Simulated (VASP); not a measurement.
# La2O3 (P-3m1) in VASP: vibrations by perturbation theory with LDA

Aim: the vibrations by perturbation theory of La2O3 with LDA.

All numbers are computed with VASP 6.6.1; they aren't measurements. Logs are shortened: lines on timing, memory, paths and dates and some standing lists are left out, and cuts for length are marked.

### 1 The cell of the first run

It takes space group P-3m1 (No. 164, trigonal). The conventional cell has a = 3.931 Å, b = 3.931 Å, c = 6.112 Å, α = 90.00°, β = 90.00°, γ = 120.00°. La (site symmetry 3m) has 7 O at 2.36 to 2.73 Å within 3.1 Å. O (site symmetry 3m) has 4 La at 2.36 to 2.43 Å and 6 O at 2.88 to 3.14 Å within 3.2 Å. O (site symmetry -3m) has 6 La at 2.73 Å and 6 O at 3.14 Å within 3.6 Å.

### 2 Vibrations by perturbation theory, LDA

The input, INCAR:

```
SYSTEM = La2O3
PREC     = Accurate       ! precision mode
ENCUT    = 520            ! plane-wave cutoff, eV
EDIFF    = 1E-8           ! SCF threshold, eV
ISMEAR   = 0              ! smearing method
SIGMA    = 0.01           ! smearing width, eV
LREAL    = .False.        ! projectors in reciprocal space
LASPH    = .True.         ! aspherical terms in the spheres
NELM     = 60             ! most SCF steps
ALGO     = Normal         ! electronic algorithm
ISIF     = 2              ! what is computed and relaxed
LWAVE    = .False.        ! write WAVECAR
LCHARG   = .False.        ! write CHGCAR
NBANDS   = 28             ! bands
IBRION   = 8              ! ionic algorithm
NSW      = 1              ! ionic steps
LEPSILON = .True.         ! dielectric tensor by DFPT
```

The input, KPOINTS:

```
regular mesh
0
Gamma
  6 6 4
  0 0 0
```

The input, POSCAR:

```
La2O3
1.0
    3.9307778796      0.0000000000      0.0000000000
   -1.9653889398      3.4041535004      0.0000000000
    0.0000000000      0.0000000000      6.1119535200
La O
2 3
Direct
    0.6666666667      0.3333333333      0.7521439122
    0.3333333333      0.6666666667      0.2478560878
    0.6666666667      0.3333333333      0.3553620794
    0.3333333333      0.6666666667      0.6446379206
    0.0000000000      0.0000000000      0.0000000000
```

Potentials or basis: VASP PAW LDA potentials, release 64 (La, O).

The run is started by

```sh
cat potpaw_LDA.64/La/POTCAR potpaw_LDA.64/O/POTCAR > POTCAR
mpirun -np 1 vasp_std > vasp.out
```

OUTCAR:

```text
SYSTEM = La2O3
   PREC = Accurate
   ENCUT = 520
   EDIFF = 1E-8
   ISMEAR = 0
   LREAL = .False.
   LASPH = .True.
   NELM = 60
   ISIF = 2
   IBRION = 8
   NSW = 1
   LEPSILON = .True.

 ion  position               nearest neighbor table
   1  0.667  0.333  0.752-   4 2.36   4 2.36   4 2.36   3 2.43   5 2.73   5 2.73   5 2.73
   2  0.333  0.667  0.248-   3 2.36   3 2.36   3 2.36   4 2.43   5 2.73   5 2.73   5 2.73
   3  0.667  0.333  0.355-   2 2.36   2 2.36   2 2.36   1 2.43
   4  0.333  0.667  0.645-   1 2.36   1 2.36   1 2.36   2 2.43
   5  0.000  0.000  0.000-   1 2.73   2 2.73   1 2.73   2 2.73   1 2.73   2 2.73

  LATTYP: Found a hexagonal cell.
 ALAT       =     3.9307778796
 C/A-ratio  =     1.5548966915

  Lattice vectors:

 A1 = (   3.9307778796,   0.0000000000,   0.0000000000)
 A2 = (  -1.9653889398,   3.4041535004,   0.0000000000)
 A3 = (   0.0000000000,   0.0000000000,   6.1119535200)

Analysis of symmetry for initial positions (statically):
=====================================================================
 Subroutine PRICEL returns:
 Original cell was already a primitive cell.

 Routine SETGRP: Setting up the symmetry group for a
 hexagonal supercell.

 Subroutine GETGRP returns: Found 12 space group operations
 (whereof 12 operations were pure point group operations)
 out of a pool of 24 trial point group operations.

The static configuration has the point symmetry D_3d.

Analysis of symmetry for dynamics (positions and initial velocities):
=====================================================================
 Subroutine PRICEL returns:
 Original cell was already a primitive cell.

 Routine SETGRP: Setting up the symmetry group for a
 hexagonal supercell.

 Subroutine GETGRP returns: Found 12 space group operations
 (whereof 12 operations were pure point group operations)
 out of a pool of 24 trial point group operations.

The dynamic configuration has the point symmetry D_3d.

 Subroutine INISYM returns: Found 12 space group operations
 (whereof 12 operations are pure point group operations),
 and found     1 'primitive' translations

----------------------------------------------------------------------------------------

                                     Primitive cell

  volume of cell :      81.7839

  direct lattice vectors                    reciprocal lattice vectors
     3.930777880  0.000000000  0.000000000     0.254402571  0.146879393  0.000000000
    -1.965388940  3.404153500  0.000000000     0.000000000  0.293758786  0.000000000
     0.000000000  0.000000000  6.111953520     0.000000000  0.000000000  0.163613810

  length of vectors
     3.930777880  3.930777880  6.111953520     0.293758786  0.293758786  0.163613810

  position of ions in fractional coordinates (direct lattice)
     0.666666667  0.333333333  0.752143912
     0.333333333  0.666666667  0.247856088
     0.666666667  0.333333333  0.355362079
     0.333333333  0.666666667  0.644637921
[... 961 lines left out ...]

 INTERNAL STRAIN TENSOR  FOR ION    5  DIRECTION 3   (eV/Angst):
 -----------------------------------------------------------------------------
    -0.00633  0.00000  0.00000
     0.00000 -0.00633 -0.00000
    -0.00000  0.00000  0.00029

 MACROSCOPIC STATIC DIELECTRIC TENSOR (including local field effects in DFT)
 ------------------------------------------------------
           4.856636     0.000000     0.000000
          -0.000000     4.856636     0.000000
           0.000000    -0.000000     4.787772
 ------------------------------------------------------

 PIEZOELECTRIC TENSOR (including local field effects)  for field in x, y, z        (e  Angst)
          XX          YY          ZZ          XY          YZ          ZX
  --------------------------------------------------------------------------------
  x     0.00000     0.00000     0.00000     0.00000     0.00000     0.00000
  y     0.00000     0.00000     0.00000     0.00000     0.00000     0.00000
  z     0.00000     0.00000     0.00000     0.00000     0.00000     0.00000

 PIEZOELECTRIC TENSOR (including local field effects)  for field in x, y, z        (C/m^2)
          XX          YY          ZZ          XY          YZ          ZX
  --------------------------------------------------------------------------------
  x     0.00000     0.00000     0.00000     0.00000     0.00000     0.00000
  y     0.00000     0.00000     0.00000     0.00000     0.00000     0.00000
  z     0.00000     0.00000     0.00000     0.00000     0.00000     0.00000

 BORN EFFECTIVE CHARGES (including local field effects) (in |e|, cummulative output)
 ---------------------------------------------------------------------------------
 ion    1
    1     4.19785     0.00000     0.00000
    2     0.00000     4.19785    -0.00000
    3     0.00000     0.00000     3.83974
 ion    2
    1     4.19785     0.00000     0.00000
    2     0.00000     4.19785    -0.00000
    3     0.00000     0.00000     3.83974
 ion    3
    1    -2.83805     0.00000    -0.00000
    2     0.00000    -2.83805    -0.00000
    3     0.00000    -0.00000    -2.54226
 ion    4
    1    -2.83805     0.00000    -0.00000
    2     0.00000    -2.83805    -0.00000
    3    -0.00000    -0.00000    -2.54226
 ion    5
    1    -2.71960     0.00000     0.00000
    2     0.00000    -2.71960     0.00000
    3    -0.00000     0.00000    -2.59495

 INTERNAL STRAIN TENSOR FOR ION    5 for displacements in x,y,z  (eV/Angst):
          X           Y           Z          XY          YZ          ZX
  --------------------------------------------------------------------------------
  x     0.00000     0.00000     0.00000     0.00000     0.00000     0.00000
  y     0.00000     0.00000     0.00000     0.00000     0.00000     0.00000
  z     0.00000     0.00000     0.00000     0.00000     0.00000     0.00000

 SECOND DERIVATIVES (NOT SYMMETRIZED)
 ------------------------------------
               1X          1Y          1Z          2X          2Y          2Z          3X          3Y          3Z          4X          4Y          4Z          5X          5Y          5Z
  1X    -5.560822    0.000000    0.000000    0.792020    0.000000    0.000000    0.903075   -0.000000    0.000000    4.063293    0.000000    0.000000   -0.197566    0.000000    0.000000
  1Y     0.000000   -5.560822    0.000000    0.000000    0.792020    0.000000    0.000000    0.903075    0.000000    0.000000    4.063293    0.000000    0.000000   -0.197566    0.000000
  1Z     0.000000    0.000000  -12.273625    0.000000    0.000000    8.727072    0.000000    0.000000   -0.207465    0.000000   -0.000000    4.374781    0.000000   -0.000000   -0.620763
  2X     0.792020    0.000000    0.000000   -5.560822    0.000000    0.000000    4.063293    0.000000    0.000000    0.903075   -0.000000    0.000000   -0.197566    0.000000    0.000000
  2Y     0.000000    0.792020    0.000000    0.000000   -5.560822    0.000000    0.000000    4.063293    0.000000    0.000000    0.903075    0.000000    0.000000   -0.197566    0.000000
  2Z     0.000000    0.000000    8.727072    0.000000    0.000000  -12.273625    0.000000   -0.000000    4.374781    0.000000    0.000000   -0.207465    0.000000   -0.000000   -0.620763
  3X     0.906662    0.000000    0.000000    4.028001    0.000000    0.000000   -7.212334    0.000000    0.000000    1.142353    0.000000    0.000000    1.135319    0.000000    0.000000
  3Y     0.000000    0.906662    0.000000    0.000000    4.028001    0.000000    0.000000   -7.212334   -0.000000    0.000000    1.142353    0.000000    0.000000    1.135319   -0.000000
  3Z    -0.000000    0.000000   -0.210528    0.000000    0.000000    4.378564    0.000000    0.000000   -7.749874    0.000000   -0.000000    0.467845    0.000000   -0.000000    3.113994
  4X     4.028001    0.000000    0.000000    0.906662    0.000000    0.000000    1.142353    0.000000    0.000000   -7.212334    0.000000    0.000000    1.135319    0.000000    0.000000
  4Y     0.000000    4.028001    0.000000    0.000000    0.906662    0.000000    0.000000    1.142353    0.000000    0.000000   -7.212334   -0.000000    0.000000    1.135319   -0.000000
  4Z     0.000000    0.000000    4.378564   -0.000000    0.000000   -0.210528    0.000000   -0.000000    0.467845    0.000000    0.000000   -7.749874    0.000000   -0.000000    3.113994
  5X    -0.206329    0.000000    0.000000   -0.206329    0.000000    0.000000    1.131531    0.000000    0.000000    1.131531    0.000000    0.000000   -1.850404    0.000000    0.000000
  5Y     0.000000   -0.206329    0.000000    0.000000   -0.206329    0.000000    0.000000    1.131531    0.000000    0.000000    1.131531    0.000000    0.000000   -1.850404    0.000000
  5Z     0.000000    0.000000   -0.621559   -0.000000    0.000000   -0.621559    0.000000    0.000000    3.117677    0.000000    0.000000    3.117677    0.000000    0.000000   -4.992236

 Eigenvectors and eigenvalues of the dynamical matrix
 ----------------------------------------------------

   1 f  =   12.875368 THz    80.898326 2PiTHz  429.476061 cm-1    53.248221 meV
             X         Y         Z           dx          dy          dz
      1.965389  1.134718  4.597069    -0.000000   -0.000000   -0.087778
     -0.000000  2.269436  1.514885    -0.000000   -0.000000   -0.087778
      1.965389  1.134718  2.171957     0.000000    0.000000    0.558647
     -0.000000  2.269436  3.939997     0.000000    0.000000    0.558647
      0.000000  0.000000  0.000000    -0.000000   -0.000000   -0.600347
[... 105 lines left out ...]
  15 f/i=    0.014614 THz     0.091823 2PiTHz    0.487474 cm-1     0.060439 meV
             X         Y         Z           dx          dy          dz
      1.965389  1.134718  4.597069     0.143234   -0.636325   -0.000000
     -0.000000  2.269436  1.514885     0.143234   -0.636325   -0.000000
      1.965389  1.134718  2.171957     0.048838   -0.216965   -0.000000
     -0.000000  2.269436  3.939997     0.048838   -0.216965   -0.000000
      0.000000  0.000000  0.000000     0.049218   -0.218652   -0.000000

--------------------------------------------------------------------------------------------------------

 MACROSCOPIC STATIC DIELECTRIC TENSOR IONIC CONTRIBUTION
 ------------------------------------------------------
          27.775865     0.000000    -0.000000
           0.000000    27.775865    -0.000000
          -0.000000    -0.000000    25.586326
 ------------------------------------------------------

 ELASTIC MODULI CONTR FROM IONIC RELAXATION (kBar)
 Direction    XX          YY          ZZ          XY          YZ          ZX
 --------------------------------------------------------------------------------
 XX        -401.4599    224.7987   -119.6643      0.0000    211.2899     -0.0000
 YY         224.7987   -401.4599   -119.6643      0.0000   -211.2899      0.0000
 ZZ        -119.6643   -119.6643   -289.5633      0.0000      0.0000     -0.0000
 XY           0.0000      0.0000      0.0000   -313.1293      0.0000    217.2200
 YZ         211.2899   -211.2899      0.0000      0.0000   -176.1255     -0.0000
 ZX          -0.0000      0.0000     -0.0000    217.2200     -0.0000   -181.9140
 --------------------------------------------------------------------------------

 PIEZOELECTRIC TENSOR IONIC CONTR  for field in x, y, z        (C/m^2)
          XX          YY          ZZ          XY          YZ          ZX
  --------------------------------------------------------------------------------
  x     0.00000    -0.00000     0.00000     0.00000    -0.00000    -0.00000
  y    -0.00000     0.00000     0.00000     0.00000     0.00000    -0.00000
  z     0.00000     0.00000     0.00000    -0.00000     0.00000     0.00000
```

Run time: 59 min. Hardware: 1 thread of Intel Xeon Platinum 8259CL at 2.50GHz (Skylake/Cascade Lake), shared host; peak memory 0.54 GiB.

What came out:

| Quantity | Value |
| --- | --- |
| Electronic dielectric tensor (diagonal) | 4.86, 4.86, 4.79 |
| Born charges (mean of the diagonal) | La +4.08; O -2.74, -2.68 (each value once) e |
| Highest phonon frequency at Γ, LO-TO splitting left out | 429 cm⁻¹ |

Phonon frequencies in cm⁻¹ (negative: imaginary):
| q point | frequencies |
| --- | --- |
| (0.000, 0.000, 0.000) | 0 0 0 100 100 157 157 176 186 345 345 380 380 383 429 |

Electronic dielectric tensor:
```
4.86 0.00 0.00
0.00 4.86 0.00
0.00 0.00 4.79
```

Born effective charge tensors (e):
atom 1, La
```
4.20 0.00 0.00
0.00 4.20 0.00
0.00 0.00 3.84
```
atom 2, La
```
4.20 0.00 0.00
0.00 4.20 0.00
0.00 0.00 3.84
```
atom 3, O
```
-2.84  0.00  0.00
 0.00 -2.84  0.00
 0.00  0.00 -2.54
```
atom 4, O
```
-2.84  0.00  0.00
 0.00 -2.84  0.00
 0.00  0.00 -2.54
```
atom 5, O
```
-2.72  0.00  0.00
 0.00 -2.72  0.00
 0.00  0.00 -2.59
```

Caveat: the cell stands under pressure or tension, which shifts response properties; spin-orbit coupling is left out, which moves the levels of the heavy elements.
